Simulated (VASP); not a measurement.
Set up this calculation in VASP 6.6.1, as the native input.

```
Task                   : single point
Functional             : r2SCAN
Potentials or basis    : VASP PAW PBE potentials, release 64 (K_sv, Br)
Cutoff                 : 520 eV
k mesh                 : 6 × 6 × 4
Occupations            : gaussian, width 0.01 eV
Spin                   : no spin polarisation
Dipole correction      : no
Further INCAR settings : ALGO = Normal; EDIFF = 1e-06; NBANDS = 24
```

Crystal: KBr.

```
K Br
1.0
     5.61812    0.00000    0.00000
    -2.80906    4.86544    0.00000
     0.00000    0.00000    6.55360
K Br
2 2
Direct
  0.33333 0.66667 0.25000
  0.66667 0.33333 0.75000
  0.66667 0.33333 0.25000
  0.33333 0.66667 0.75000
```

These files were run (other wordings do the same):

POSCAR

```
KBr
1.0
    5.6181215190      0.0000000000      0.0000000000
   -2.8090607595      4.8654359570      0.0000000000
    0.0000000000      0.0000000000      6.5535957913
K Br
2 2
Direct
    0.3333333333      0.6666666667      0.2500000000
    0.6666666667      0.3333333333      0.7500000000
    0.6666666667      0.3333333333      0.2500000000
    0.3333333333      0.6666666667      0.7500000000
```

INCAR.step1

```
ALGO = Normal
EDIFF = 1E-4
ENCUT = 520
GGA = PE
ISMEAR = 0
LASPH = True
LCHARG = False
LREAL = False
LWAVE = True
NBANDS = 24
NELM = 80
PREC = Accurate
SIGMA = 0.01
```

INCAR.step2

```
ALGO = Normal
EDIFF = 1E-6
ENCUT = 520
ISIF = 2
ISMEAR = 0
ISTART = 1
LASPH = True
LCHARG = False
LMIXTAU = True
LREAL = False
LWAVE = False
METAGGA = R2SCAN
NBANDS = 24
NELM = 80
PREC = Accurate
SIGMA = 0.01
```

KPOINTS

```
k-points
0
Gamma
  6 6 4
```

Potentials or basis: VASP PAW PBE potentials, release 64 (K_sv, Br).

Command:

```sh
$ cat potpaw_PBE.64/K_sv/POTCAR potpaw_PBE.64/Br/POTCAR > POTCAR
$ cp INCAR.step1 INCAR
$ mpirun -np 1 vasp_std > vasp.out
$ cp INCAR.step2 INCAR
$ mpirun -np 1 vasp_std > vasp.out
```

It gave:

```
Pressure               : 0.0 GPa
Band gap on the k mesh : 4.77 eV, direct
```

Caveat: the PAW data sets were made with another functional, which shifts forces and pressure a little.

Run time: 2.6 min on 1 thread of Intel(R) Xeon(R) 6975P-C (Granite Rapids) (shared host), peak memory 0.35 GiB.
